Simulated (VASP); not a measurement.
A run of VASP 6.6.1 is set up as follows.

POSCAR

```
AlN
1.0
    0.0000000000      1.9690000000      1.9690000000
    1.9690000000      0.0000000000      1.9690000000
    1.9690000000      1.9690000000      0.0000000000
Al N
1 1
Direct
    0.0000000000      0.0000000000      0.0000000000
    0.5000000000      0.5000000000      0.5000000000
```

File INCAR.step1:

```
PREC = Accurate ; ENCUT = 500
EDIFF = 1E-8 ; ISMEAR = 0
SIGMA = 0.01 ; LREAL = F
LASPH = T ; NELM = 60
ALGO = Normal ; LWAVE = T
LCHARG = F ; GGA = PE
```

The input INCAR.step2:

```
PREC = Accurate ; ENCUT = 500
EDIFF = 1E-8 ; ISMEAR = 0
SIGMA = 0.01 ; LREAL = F
LASPH = T ; NELM = 1
ALGO = Exact ; LWAVE = T
LCHARG = F ; GGA = PE
NBANDS = 64 ; LOPTICS = T
ISTART = 1
```

File INCAR.step3:

```
PREC = Accurate ; ENCUT = 500
EDIFF = 1E-8 ; ISMEAR = 0
SIGMA = 0.01 ; LREAL = F
LASPH = T ; ALGO = EVGW0
LWAVE = F ; LCHARG = F
GGA = PE ; NELMGW = 1
NBANDS = 64 ; ENCUTGW = 100.0
NOMEGA = 48 ; PRECFOCK = Fast
ISTART = 1 ; NBANDSGW = 12
```

Contents of KPOINTS:

```
regular mesh
0
Gamma
  4 4 4
```

Potentials or basis: VASP PAW PBE potentials, release 64 (Al_GW, N_GW).

The run is started by

```sh
$ cat potpaw_PBE.64/Al_GW/POTCAR potpaw_PBE.64/N_GW/POTCAR > POTCAR
$ cp INCAR.step1 INCAR
$ mpirun -np 1 vasp_std > vasp.out
$ cp INCAR.step2 INCAR
$ mpirun -np 1 vasp_std > vasp.out
$ cp INCAR.step3 INCAR
$ mpirun -np 1 vasp_std > vasp.out
```

(1) What does it give for the quasiparticle gap?

(2) What does it give for the least direct quasiparticle gap?

(3) Predict the band gap on the k mesh, mean-field level.

Answers

(1) 6.27 eV.

(2) 8.60 eV.

(3) 5.12 eV, indirect (least direct gap 6.86 eV).

Caveat: the k points lie up to 0.69 Å⁻¹ apart; bands, screening cutoff and mesh are small and nothing is extrapolated, so the quasiparticle values aren't converged.
